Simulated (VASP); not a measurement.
# Br (Fd-3m) in VASP: notebook

Runs on Br. Level: PBE. Tasks: single point.

Program: VASP 6.6.1. These are calculated values, not measurements. Logs are shortened: lines on timing, memory, paths and dates and some standing lists are left out, and cuts for length are marked.

### 1 The cell of the first run

The structure is cubic, space group Fd-3m (No. 227). The conventional cell has a = 5.462 Å, b = 5.462 Å, c = 5.462 Å, α = 90.00°, β = 90.00°, γ = 90.00°. Br (site symmetry -43m) has 4 Br at 2.37 Å within 3.1 Å.

### 2 Single point, PBE

The input, INCAR:

```
SYSTEM = Br
PREC = Accurate
ENCUT = 520
EDIFF = 1E-6
ISMEAR = 1
SIGMA = 0.01
LREAL = .False.
LASPH = .True.
NELM = 80
ALGO = Normal
ISIF = 2
LWAVE = .False.
LCHARG = .False.
GGA = PE
NBANDS = 14
```

The input, KPOINTS:

```
Automatic mesh
0
Gamma
  6 6 6
  0 0 0
```

The input, POSCAR:

```
Br
1.0
    0.0000000000      2.7311081871      2.7311081871
    2.7311081871      0.0000000000      2.7311081871
    2.7311081871      2.7311081871      0.0000000000
Br
2
Direct
    0.0000000000      0.0000000000      0.0000000000
    0.2500000000      0.2500000000      0.2500000000
```

Potentials or basis: VASP PAW PBE potentials, release 64 (Br).

On the command line:

```
$ cat potpaw_PBE.64/Br/POTCAR > POTCAR
$ mpirun -np 1 vasp_std > vasp.out
```

OUTCAR:

```text
SYSTEM = Br
   PREC = Accurate
   ENCUT = 520
   EDIFF = 1E-6
   ISMEAR = 1
   LREAL = .False.
   LASPH = .True.
   NELM = 80
   ISIF = 2
   GGA = PE

 ion  position               nearest neighbor table
   1  0.000  0.000  0.000-   2 2.37   2 2.37   2 2.37   2 2.37
   2  0.250  0.250  0.250-   1 2.37   1 2.37   1 2.37   1 2.37

  LATTYP: Found a face centered cubic cell.
 ALAT       =     5.4622163742

  Lattice vectors:

 A1 = (   0.0000000000,   2.7311081871,   2.7311081871)
 A2 = (   2.7311081871,   0.0000000000,   2.7311081871)
 A3 = (   2.7311081871,   2.7311081871,   0.0000000000)

Analysis of symmetry for initial positions (statically):
=====================================================================
 Subroutine PRICEL returns:
 Original cell was already a primitive cell.

 Routine SETGRP: Setting up the symmetry group for a
 face centered cubic supercell.

 Subroutine GETGRP returns: Found 48 space group operations
 (whereof 24 operations were pure point group operations)
 out of a pool of 48 trial point group operations.

The static configuration has the point symmetry T_d .
 The point group associated with its full space group is O_h .

Analysis of symmetry for dynamics (positions and initial velocities):
=====================================================================
 Subroutine PRICEL returns:
 Original cell was already a primitive cell.

 Routine SETGRP: Setting up the symmetry group for a
 face centered cubic supercell.

 Subroutine GETGRP returns: Found 48 space group operations
 (whereof 24 operations were pure point group operations)
 out of a pool of 48 trial point group operations.

The dynamic configuration has the point symmetry T_d .
 The point group associated with its full space group is O_h .

 Subroutine INISYM returns: Found 48 space group operations
 (whereof 24 operations are pure point group operations),
 and found     1 'primitive' translations

----------------------------------------------------------------------------------------

                                     Primitive cell

  volume of cell :      40.7424

  direct lattice vectors                    reciprocal lattice vectors
     0.000000000  2.731108187  2.731108187    -0.183075867  0.183075867  0.183075867
     2.731108187  0.000000000  2.731108187     0.183075867 -0.183075867  0.183075867
     2.731108187  2.731108187  0.000000000     0.183075867  0.183075867 -0.183075867

  length of vectors
[... 83 lines left out ...]
   PSTRESS=    0.0 pullay stress
   NELECT =      14.0000    total number of electrons
   NUPDOWN=      -1.0000    fix difference up-down
   EMIN   =  10.00;   EMAX   =-10.00  energy-range for DOS
   EFERMI =   0.00;   METHOD = LEGACY
   ISMEAR =     1;   SIGMA  =   0.01  broadening in eV -4-tet -1-fermi 0-gaus
   EFERMI_NEDOS =   21; number of points for ismear=-14 and -15
   IALGO  =     38    algorithm
   IMIX   =      4    mixing-type and parameters
     AMIX     =   0.40;   BMIX     =  1.00
     AMIX_MAG =   1.60;   BMIX_MAG =  1.00
  volume/ion in A,a.u.               =      20.37       137.47
  Fermi-wavevector in a.u.,A,eV,Ry     =   1.146662  2.166876 17.889387  1.314833
  Thomas-Fermi vector in A             =   2.283345
   LORBIT       =      0    0 simple, 1 ext, 2 COOP (PROOUT), +10 PAW based schemes
   GGA     = PE    functional components
   LHFCALC =     F    Hartree Fock is set to
   AEXX    =    0.0000 exact exchange contribution
   IVDW    =     0    specifies the selected vdW correction
   LEPSILON=     F    determine dielectric tensor
   LRPA    =     F    only Hartree local field effects (RPA)
 non-spin polarized calculation
 Methfessel and Paxton  Order N= 1 SIGMA  =   0.01
  energy-cutoff  :      520.00
  volume of cell :       40.74
 maximum number of plane-waves:      1113
 NGX is ok and might be reduce to    30
   NGX = 15   NGY = 15   NGZ = 15

 number of electron      13.9999997 magnetization

 Free energy of the ion-electron system (eV)
  ---------------------------------------------------
  ext. energy  EPLUGINS =         0.00000000
  ---------------------------------------------------
  free energy    TOTEN  =         2.47925325 eV

  energy without entropy =        2.47955650  energy(sigma->0) =        2.47935433

 E-fermi :   6.7069     XC(G=0): -10.1046

 val. band max:        6.6791394811   @ k =  -0.3333   0.3333   0.0000
 cond. band min:       6.7079098980   @ k =  -0.3333   0.3333   0.1667
 fundamental gap:      0.0287704169
 Fermi energy:         6.7069179925

 k-point     1 :       0.0000    0.0000    0.0000
  band No.  band energies     occupation
      1     -14.4937      2.00000
      2      -5.7264      2.00000
      3      -0.1130      2.00000
      4      -0.1130      2.00000
      5      -0.1130      2.00000
      6       3.6220      2.00000
      7       3.6220      2.00000
      8       3.6220      2.00000
      9      10.5793      0.00000
     10      13.5058      0.00000
     11      13.5058      0.00000
     12      16.3605      0.00000
     13      16.3605      0.00000
     14      16.3605      0.00000
[... 241 lines left out ...]
      1     -11.3321      2.00000
      2     -11.3321      2.00000
      3      -2.5020      2.00000
      4      -2.5020      2.00000
      5       3.3255      2.00000
      6       3.3255      2.00000
      7       7.2712      0.00000
      8       7.2712      0.00000
      9      12.2149      0.00000
     10      12.2149      0.00000
     11      16.2638      0.00000
     12      16.2638      0.00000
     13      20.2692      0.00000
     14      20.2692      0.00000

------------------------ aborting loop because EDIFF is reached ----------------------------------------

  FORCE on cell =-STRESS in cart. coord.  units (eV):
  Direction    XX          YY          ZZ          XY          YZ          ZX
  --------------------------------------------------------------------------------------
  -------------------------------------------------------------------------------------
  Total       15.2823194     15.2823194     15.2823194     -0.0000000     -0.0000000     -0.0000000
  in kB      600.9704902    600.9704902    600.9704902     -0.0000000     -0.0000000     -0.0000000
  external PRESSURE =     600.9704902 kB  Pullay stress =       0.0000000 kB

 VOLUME and BASIS-vectors are now :
 -----------------------------------------------------------------------------
  energy-cutoff  :      520.00
  volume of cell :       40.74
      direct lattice vectors                 reciprocal lattice vectors
     0.000000000  2.731108187  2.731108187    -0.183075867  0.183075867  0.183075867
     2.731108187  0.000000000  2.731108187     0.183075867 -0.183075867  0.183075867
     2.731108187  2.731108187  0.000000000     0.183075867  0.183075867 -0.183075867

 POSITION                                       TOTAL-FORCE (eV/Angst)
 -----------------------------------------------------------------------------------
      0.00000      0.00000      0.00000         0.000000      0.000000      0.000000
      1.36555      1.36555      1.36555        -0.000000     -0.000000     -0.000000
 -----------------------------------------------------------------------------------
    total drift:                                0.000000     -0.000000      0.000000

  FREE ENERGIE OF THE ION-ELECTRON SYSTEM (eV)
  ---------------------------------------------------
  free  energy   TOTEN  =         2.4792532459 eV

  energy  without entropy=        2.4795565008  energy(sigma->0) =        2.47935433
```

It took 7.4 s on 1 thread of AMD EPYC 7R43 (Zen 3), shared host; peak memory 0.13 GiB.

What came out:

| Quantity | Value |
| --- | --- |
| Free energy | 2.4793 eV |
| Pressure | 60.1 GPa |
| Band gap on the k mesh | zero (band 7 reaches 8.30 eV, above the bottom of band 8 at 3.62 eV) |

Levels at points of the mesh, in eV from the Fermi level:
| k point | band 5 | band 6 | band 7 | band 8 | band 9 | band 10 |
| --- | --- | --- | --- | --- | --- | --- |
| (0.00, 0.00, 0.00) | -6.82 | -3.08 | -3.08 | -3.08 | 3.87 | 6.80 |
| (0.50, 0.00, 0.00) | -7.15 | -1.56 | -1.56 | 1.29 | 6.56 | 6.66 |
| (0.50, 0.50, 0.00) | -4.38 | -4.38 | 1.59 | 1.59 | 5.95 | 5.95 |

### 3 Single point, PBE

This run uses another cell than the first one, of 22.97 Å³/atom, 1.128 times its volume.

The input, INCAR:

```
ALGO = Normal
EDIFF = 1E-6
ENCUT = 520
GGA = PE
ISIF = 2
ISMEAR = 1
LASPH = T
LCHARG = F
LREAL = F
LWAVE = F
NBANDS = 14
NELM = 100
PREC = Accurate
SIGMA = 0.01
```

The input, KPOINTS:

```
k-points
0
Gamma
  6 6 6
```

The input, POSCAR:

```
Br
1.0
    0.0000000000      2.8426061629      2.8426061629
    2.8426061629      0.0000000000      2.8426061629
    2.8426061629      2.8426061629      0.0000000000
Br
2
Direct
    0.0000000000      0.0000000000      0.0000000000
    0.2500000000      0.2500000000      0.2500000000
```

Potentials or basis: VASP PAW PBE potentials, release 64 (Br).

On the command line:

```
$ cat potpaw_PBE.64/Br/POTCAR > POTCAR
$ mpirun -np 1 vasp_std > vasp.out
```

OUTCAR:

```text
EDIFF = 1E-6
   ENCUT = 520
   GGA = PE
   ISIF = 2
   ISMEAR = 1
   LASPH = T
   LREAL = F
   NELM = 100
   PREC = Accurate

 ion  position               nearest neighbor table
   1  0.000  0.000  0.000-   2 2.46   2 2.46   2 2.46   2 2.46
   2  0.250  0.250  0.250-   1 2.46   1 2.46   1 2.46   1 2.46

  LATTYP: Found a face centered cubic cell.
 ALAT       =     5.6852123258

  Lattice vectors:

 A1 = (   0.0000000000,   2.8426061629,   2.8426061629)
 A2 = (   2.8426061629,   0.0000000000,   2.8426061629)
 A3 = (   2.8426061629,   2.8426061629,   0.0000000000)

Analysis of symmetry for initial positions (statically):
=====================================================================
 Subroutine PRICEL returns:
 Original cell was already a primitive cell.

 Routine SETGRP: Setting up the symmetry group for a
 face centered cubic supercell.

 Subroutine GETGRP returns: Found 48 space group operations
 (whereof 24 operations were pure point group operations)
 out of a pool of 48 trial point group operations.

The static configuration has the point symmetry T_d .
 The point group associated with its full space group is O_h .

Analysis of symmetry for dynamics (positions and initial velocities):
=====================================================================
 Subroutine PRICEL returns:
 Original cell was already a primitive cell.

 Routine SETGRP: Setting up the symmetry group for a
 face centered cubic supercell.

 Subroutine GETGRP returns: Found 48 space group operations
 (whereof 24 operations were pure point group operations)
 out of a pool of 48 trial point group operations.

The dynamic configuration has the point symmetry T_d .
 The point group associated with its full space group is O_h .

 Subroutine INISYM returns: Found 48 space group operations
 (whereof 24 operations are pure point group operations),
 and found     1 'primitive' translations

----------------------------------------------------------------------------------------

                                     Primitive cell

  volume of cell :      45.9388

  direct lattice vectors                    reciprocal lattice vectors
     0.000000000  2.842606163  2.842606163    -0.175894926  0.175894926  0.175894926
     2.842606163  0.000000000  2.842606163     0.175894926 -0.175894926  0.175894926
     2.842606163  2.842606163  0.000000000     0.175894926  0.175894926 -0.175894926

  length of vectors
     4.020052188  4.020052188  4.020052188     0.304658948  0.304658948  0.304658948

  position of ions in fractional coordinates (direct lattice)
     0.000000000  0.000000000  0.000000000
     0.250000000  0.250000000  0.250000000

  ion indices of the primitive-cell ions
   primitive index   ion index
                 1           1
                 2           2

----------------------------------------------------------------------------------------

 KPOINTS: k-points

Automatic generation of k-mesh.
 Grid dimensions read from file:
 generate k-points for:    6    6    6

 Generating k-lattice:

[... 23 lines left out ...]
  0.333333  0.166667  0.000000     24.000000
[... 8 lines left out ...]
 -0.333333  0.333333  0.166667     24.000000
 -0.333333  0.500000  0.166667     12.000000
   k-points           NKPTS =     16   k-points in BZ     NKDIM =     16   number of bands    NBANDS=     14
   number of dos      NEDOS =    301   number of ions     NIONS =      2
   total plane-waves  NPLWV =  27000
   dimension x,y,z NGX =    30 NGY =   30 NGZ =   30
   dimension x,y,z NGXF=    60 NGYF=   60 NGZF=   60
   ions per type =               2
   NGX,Y,Z   is equivalent  to a cutoff of  12.41, 12.41, 12.41 a.u.
   NGXF,Y,Z  is equivalent  to a cutoff of  24.81, 24.81, 24.81 a.u.
 SYSTEM =  unknown system
   PREC   = accura    normal or accurate (medium, high low for compatibility)
   ISTART =      0    job   : 0-new  1-cont  2-samecut
   ICHARG =      2    charge: 1-file 2-atom 10-const
   ISPIN  =      1    spin polarized calculation?
   LNONCOLLINEAR =      F non collinear calculations
   LSORBIT =      F    spin-orbit coupling
   LASPH  =      T    aspherical Exc in radial PAW
   ENCUT  =  520.0 eV  38.22 Ry    6.18 a.u.   7.47  7.47  7.47*2*pi/ulx,y,z
   NELM   =    100;   NELMIN=  2; NELMDL= -5     # of ELM steps
   EDIFF  = 0.1E-05   stopping-criterion for ELM
   LREAL  =      F    real-space projection
   EDIFFG = 0.1E-04   stopping-criterion for IOM
   NSW    =      0    number of steps for IOM
   IBRION =     -1    ionic relax: 0-MD 1-quasi-New 2-CG
   NFREE  =      0    steps in history (QN), initial steepest desc. (CG)
   ISIF   =      2    stress and relaxation
   ISYM   =      2    0-nonsym 1-usesym 2-fastsym
   POTIM  = 0.5000    time-step for ionic-motion
   TEBEG  =    0.0;   TEEND  =   0.0 temperature during run
   PSTRESS=    0.0 pullay stress
   NELECT =      14.0000    total number of electrons
   NUPDOWN=      -1.0000    fix difference up-down
   EMIN   =  10.00;   EMAX   =-10.00  energy-range for DOS
   EFERMI =   0.00;   METHOD = LEGACY
   ISMEAR =     1;   SIGMA  =   0.01  broadening in eV -4-tet -1-fermi 0-gaus
   EFERMI_NEDOS =   21; number of points for ismear=-14 and -15
   IALGO  =     38    algorithm
   IMIX   =      4    mixing-type and parameters
     AMIX     =   0.40;   BMIX     =  1.00
     AMIX_MAG =   1.60;   BMIX_MAG =  1.00
  volume/ion in A,a.u.               =      22.97       155.01
  Fermi-wavevector in a.u.,A,eV,Ry     =   1.101685  2.081883 16.513529  1.213710
  Thomas-Fermi vector in A             =   2.238116
   LORBIT       =      0    0 simple, 1 ext, 2 COOP (PROOUT), +10 PAW based schemes
   GGA     = PE    functional components
   LHFCALC =     F    Hartree Fock is set to
   AEXX    =    0.0000 exact exchange contribution
   IVDW    =     0    specifies the selected vdW correction
   LEPSILON=     F    determine dielectric tensor
   LRPA    =     F    only Hartree local field effects (RPA)
 non-spin polarized calculation
 Methfessel and Paxton  Order N= 1 SIGMA  =   0.01
  energy-cutoff  :      520.00
  volume of cell :       45.94
 maximum number of plane-waves:      1258
 NGX is ok and might be reduce to    30
   NGX = 15   NGY = 15   NGZ = 15

 number of electron      14.0000002 magnetization

 Free energy of the ion-electron system (eV)
  ---------------------------------------------------
  ext. energy  EPLUGINS =         0.00000000
  ---------------------------------------------------
  free energy    TOTEN  =         0.88302783 eV

  energy without entropy =        0.88350448  energy(sigma->0) =        0.88318672

 E-fermi :   5.0814     XC(G=0):  -9.4922

 val. band max:        5.0792526141   @ k =   0.5000   0.3333   0.1667
 cond. band min:       5.1221913802   @ k =  -0.3333   0.3333   0.1667
 fundamental gap:      0.0429387661
 Fermi energy:         5.0813798408

 k-point     1 :       0.0000    0.0000    0.0000
  band No.  band energies     occupation
      1     -14.7430      2.00000
      2      -7.6356      2.00000
      3      -0.9091      2.00000
      4      -0.9091      2.00000
      5      -0.9091      2.00000
      6       2.4938      2.00000
      7       2.4938      2.00000
      8       2.4938      2.00000
      9       9.2218      0.00000
     10      12.3427      0.00000
     11      12.3427      0.00000
     12      14.9343      0.00000
     13      14.9343      0.00000
     14      14.9343      0.00000
[... 241 lines left out ...]
      1     -12.0515      2.00000
      2     -12.0515      2.00000
      3      -2.9634      2.00000
      4      -2.9634      2.00000
      5       1.9696      2.00000
      6       1.9696      2.00000
      7       5.6470      0.00000
      8       5.6470      0.00000
      9      10.7338      0.00000
     10      10.7338      0.00000
     11      14.7415      0.00000
     12      14.7415      0.00000
     13      18.4121      0.00000
     14      18.4121      0.00000

------------------------ aborting loop because EDIFF is reached ----------------------------------------

  FORCE on cell =-STRESS in cart. coord.  units (eV):
  Direction    XX          YY          ZZ          XY          YZ          ZX
  --------------------------------------------------------------------------------------
  -------------------------------------------------------------------------------------
  Total       11.4877475     11.4877475     11.4877475      0.0000000     -0.0000000     -0.0000000
  in kB      400.6502229    400.6502229    400.6502229      0.0000000     -0.0000000     -0.0000000
  external PRESSURE =     400.6502229 kB  Pullay stress =       0.0000000 kB

 VOLUME and BASIS-vectors are now :
 -----------------------------------------------------------------------------
  energy-cutoff  :      520.00
  volume of cell :       45.94
      direct lattice vectors                 reciprocal lattice vectors
     0.000000000  2.842606163  2.842606163    -0.175894926  0.175894926  0.175894926
     2.842606163  0.000000000  2.842606163     0.175894926 -0.175894926  0.175894926
     2.842606163  2.842606163  0.000000000     0.175894926  0.175894926 -0.175894926

 POSITION                                       TOTAL-FORCE (eV/Angst)
 -----------------------------------------------------------------------------------
      0.00000      0.00000      0.00000        -0.000000     -0.000000     -0.000000
      1.42130      1.42130      1.42130         0.000000      0.000000      0.000000
 -----------------------------------------------------------------------------------
    total drift:                                0.000000     -0.000000      0.000000

  FREE ENERGIE OF THE ION-ELECTRON SYSTEM (eV)
  ---------------------------------------------------
  free  energy   TOTEN  =         0.8830278349 eV

  energy  without entropy=        0.8835044788  energy(sigma->0) =        0.88318672
```

OSZICAR:

```text
N       E                     dE             d eps       ncg     rms          rms(c)
DAV:   1     0.700968363913E+02    0.70097E+02   -0.61727E+03   448   0.860E+02
DAV:   2     0.434425915018E+01   -0.65753E+02   -0.60681E+02   622   0.164E+02
DAV:   3     0.890633037753E+00   -0.34536E+01   -0.34348E+01   550   0.375E+01
DAV:   4     0.869525029757E+00   -0.21108E-01   -0.21091E-01   502   0.348E+00
DAV:   5     0.869334404473E+00   -0.19063E-03   -0.19060E-03   574   0.315E-01    0.249E+01
DAV:   6     0.880789541516E+00    0.11455E-01   -0.99754E-03   496   0.546E-01    0.147E+01
DAV:   7     0.882689197323E+00    0.18997E-02   -0.15879E-02   526   0.618E-01    0.215E-01
DAV:   8     0.883042048485E+00    0.35285E-03   -0.10226E-03   514   0.188E-01    0.440E-02
DAV:   9     0.883034112434E+00   -0.79361E-05   -0.18132E-05   556   0.295E-02    0.152E-02
DAV:  10     0.883028726757E+00   -0.53857E-05   -0.61473E-06   490   0.155E-02    0.125E-02
DAV:  11     0.883027834919E+00   -0.89184E-06   -0.12896E-06   504   0.845E-03
   1 F= 0.88302783E+00 E0= 0.88318672E+00  d E =-.476644E-03
```

Wall time 8 s (1 thread of AMD EPYC 7R43 (Zen 3), shared host); peak memory 0.13 GiB.

What came out:

```yaml
Free_energy: 0.8830 eV
Pressure: 40.1 GPa
Band_gap_on_the_k_mesh: zero (band 7 reaches 6.35 eV, above the bottom of band 8 at 2.49 eV)
```

Levels at points of the mesh, in eV from the Fermi level:
| k point | band 4 | band 5 | band 6 | band 7 | band 8 | band 9 | band 10 | band 11 |
| --- | --- | --- | --- | --- | --- | --- | --- | --- |
| (0.00, 0.00, 0.00) | -5.99 | -5.99 | -2.59 | -2.59 | -2.59 | 4.14 | 7.26 | 7.26 |
| (0.50, 0.00, 0.00) | -6.86 | -6.51 | -1.23 | -1.23 | 0.82 | 6.73 | 6.95 | 7.94 |
| (0.50, 0.50, 0.00) | -7.82 | -3.86 | -3.86 | 1.27 | 1.27 | 5.99 | 5.99 | 9.85 |

[end of part 1 of 2]
